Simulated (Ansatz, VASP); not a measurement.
## Two plane-wave programs on In2S

```xyz
3
Lattice="5.0083 0.0000 0.0000 -2.5041 4.3373 0.0000 0.0000 0.0000 3.8089" Properties=species:S:1:pos:R:3 pbc="T T T"
In    0.0000    2.8915    1.6110
In    2.5041    1.4458    1.6110
S     0.0000    0.0000    2.9557
```

Alike in both runs: functional PBE; k mesh 12 × 12 × 12; occupations gaussian, width 0.1 eV; no spin polarisation.

Ansatz relaxed the structure, and its values are those at the end. VASP's run is a single point on that final structure, the one shown.

```csv
,VASP,Ansatz
version,VASP 6.6.1,Ansatz 0.2.0
potentials or method,"VASP PAW PBE potentials, release 64 (In_d, S), cutoff 520 eV","scalar-relativistic, plane waves, PAW"
valence electrons in the cell,32,32
```

```csv
,VASP,Ansatz,Ansatz less VASP
gap on the k mesh at the Fermi level (eV),none,none,-
pressure (GPa),0.0,0.0,+0.04
```

A gap of «none» marks a metal or a gap that the smearing closes.
